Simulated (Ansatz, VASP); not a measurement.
One calculation of BN, two programs

```xyz
2
Lattice="2.5572 0.0000 0.0000 -1.2712 2.2189 0.0000 -0.6430 -1.1095 3.0818" Properties=species:S:1:pos:R:3 pbc="T T T"
N     0.6536   -0.3553    3.0356
B     1.2538    2.1803    0.0056
```

Change from the starting cell: volume scaled by 1.06.

Alike in both runs: task single point; functional LDA; k mesh 13 × 13 × 9; occupations fermi-dirac, width 0.05 eV; no spin polarisation.

|  | VASP | Ansatz |
| --- | --- | --- |
| version | VASP 6.6.1 | Ansatz 0.2.0 |
| potentials or method | VASP PAW LDA potentials, release 64 (N, B), cutoff 520 eV | all-electron LAPW, scalar-relativistic |

```tsv
	VASP	Ansatz	Ansatz less VASP
gap on the k mesh at the Fermi level (eV)	2.66	2.67	+0.011
least direct gap on the mesh (eV)	4.26	4.27	+0.006
pressure (GPa)	-17.2	-17.5	-0.27
traceless stress, the component that is largest in VASP (GPa)	19.08	19.50	+0.425
rms of the force components (eV/Å)	1.364	1.367	+0.0029
```

LDA's correlation is that of Perdew and Zunger in VASP and of Perdew and Wang (1992) in Ansatz. Atom by atom the forces differ by 0.003 eV/Å (rms over components). Ansatz ran all-electron here, and VASP with PAW potentials.
